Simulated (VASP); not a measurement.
Runs of VASP 6.6.1 on Hf. The structure is that of space group I4/mmm (No. 139), or close to it. The cells are those of the table. 

| cell | gap on the mesh (eV) | pressure (GPa) |
| --- | --- | --- |
| a = 3.140, b = 3.300, c = 3.300 Å, angles 56.8, 61.6, 61.6°, 1 atom | none | (b) |
| a = 3.140, b = 2.987, c = 2.987 Å, angles 63.4, 58.3, 58.3°, 1 atom | none | 6.3 |
| a = 3.140, b = 3.062, c = 3.062 Å, angles 61.7, 59.2, 59.2°, 1 atom | none | (a) |
| a = 3.140, b = 3.280, c = 3.280 Å, angles 57.2, 61.4, 61.4°, 1 atom | none | -12.6 |
| a = 3.140, b = 3.024, c = 3.024 Å, angles 62.5, 58.7, 58.7°, 1 atom | none | 2.8 |

Alike in all rows: task single point; level LDA; potentials or basis VASP PAW LDA potentials, release 64 (Hf_pv); no spin polarisation; k mesh 18 × 18 × 18; cutoff (eV) 520; smearing gaussian 0.15 eV.

Problem. Fill in the values left out.

Solution. (a) -0.3; (b) -13.4.

Caveats: spin-orbit coupling is left out, which moves the levels of the heavy elements; the cell stands under tension (at least some runs); the cell stands under pressure (at least some runs).

A k mesh can miss the band edges, and the runs leave out spin-orbit coupling on Hf.

A gap of «none» marks levels without a gap at the run's occupations.
